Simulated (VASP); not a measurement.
A run of VASP 6.6.1 is set up as follows.

File INCAR:

```
PREC = Accurate ; ENCUT = 520
EDIFF = 1E-6 ; ISMEAR = 0
SIGMA = 0.1 ; LREAL = F
LASPH = T ; NELM = 100
ALGO = Fast ; ISIF = 2
LWAVE = F ; LCHARG = T
GGA = PE ; LELF = T
LVHAR = T ; NBANDS = 33
```

The input KPOINTS:

```
regular mesh
0
Gamma
  18 18 4
```

POSCAR

```
Os
1.0
    2.7400626784      0.0000000000      0.0000000000
   -1.3700313392      2.3729638874      0.0000000000
    0.0000000000      0.0000000000     13.2390484893
Os
6
Direct
    0.0000000000      0.0000000000      0.0000000000
    0.3333333333      0.6666666667      0.1628311994
    0.6666666667      0.3333333333      0.3371688006
    0.0000000000      0.0000000000      0.5000000000
    0.6666666667      0.3333333333      0.6628311994
    0.3333333333      0.6666666667      0.8371688006
```

Potentials or basis: VASP PAW PBE potentials, release 64 (Os).

Launch:

```console
$ cat potpaw_PBE.64/Os/POTCAR > POTCAR
$ mpirun -np 1 vasp_std > vasp.out
```

(1) Predict the band gap on the k mesh.

(2) Estimate the pressure.

(3) Estimate the largest force.

Answers

(1) zero (bands 24 and 25 overlap by 3.59 eV).

(2) -0.1 GPa.

(3) 0.008 eV/Å.

Caveat: spin-orbit coupling is left out, which moves the levels of the heavy elements.
